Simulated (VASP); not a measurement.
Here is a VASP 6.6.1 calculation.

INCAR

```
SYSTEM = W
ALGO = Fast
EDIFF = 1E-6
ENCUT = 520
ISIF = 2
ISMEAR = 0
LASPH = .True.
LCHARG = .False.
LREAL = .False.
LWAVE = .False.
NBANDS = 21
NELM = 80
PREC = Accurate
SIGMA = 0.15
```

KPOINTS

```
k-points
0
Gamma
  16 16 12
  0 0 0
```

POSCAR

```
W
1.0
    0.0000000000     -1.9862702900     -1.9862702900
    0.0000000000      1.9862702900     -1.9862702900
    3.9725405800      0.0000000000      0.0000000000
W
2
Direct
    0.5305094429      0.4694905571      0.4931529963
   -0.0305094429      0.0305094429      0.0068470037
```

Potentials or basis: VASP PAW LDA potentials, release 64 (W_sv).

Launch:

```bash
$ cat potpaw_LDA.64/W_sv/POTCAR > POTCAR
$ mpirun -np 1 vasp_std > vasp.out
```

(1) Estimate the pressure.

(2) What does it give for the largest force?

(3) What does it give for the band gap on the k mesh?

Answers

(1) 5.8 GPa.

(2) 1.174 eV/Å.

(3) zero (bands 14 and 15 overlap by 3.89 eV).

Caveat: the cell differs from its parent crystal (atoms displaced along several vibrational modes); the stress differs along the axes, from 2 to 8 GPa; spin-orbit coupling is left out, which moves the levels of the heavy elements; forces of over 1 eV/Å act on the atoms, so gaps and moduli don't describe the material at rest.
